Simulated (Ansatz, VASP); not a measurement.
**ZrNb2N4 in VASP and in Ansatz**

```
CELL_PARAMETERS angstrom
3.10817 -4.28287 0.00000
3.10817 4.28287 0.00000
0.00000 0.00000 3.17775
ATOMIC_POSITIONS crystal
Zr 0.00000 0.00000 0.00000
Nb 0.50000 0.00000 0.50000
Nb 0.00000 0.50000 0.50000
N 0.23846 0.23846 0.50000
N 0.76154 0.76154 0.50000
N 0.74571 0.25429 0.00000
N 0.25429 0.74571 0.00000
```

Change from the starting cell: species swapped into the Li2FeBr4 type (Cmmm, No. 65).

Alike in both runs: functional PBE; k mesh 6 × 6 × 10; occupations gaussian, width 0.1 eV; no spin polarisation.

Ansatz relaxed the structure, and its values are those at the end. VASP's run is a single point on that final structure, the one shown.

|  | VASP | Ansatz |
| --- | --- | --- |
| version | VASP 6.6.1 | Ansatz 0.2.0 |
| potentials or method | VASP PAW PBE potentials, release 64 (Zr_sv, Nb_sv, N), cutoff 520 eV | scalar-relativistic, plane waves, PAW |
| valence electrons in the cell | 58 | 58 |

```tsv
	VASP	Ansatz	Ansatz less VASP
gap on the k mesh at the Fermi level (eV)	none	none	-
pressure (GPa)	-0.2	0.0	+0.17
rms of the force components (eV/Å)	0.007	0.000	-0.0068
```

A gap of «none» marks a metal or a gap that the smearing closes.
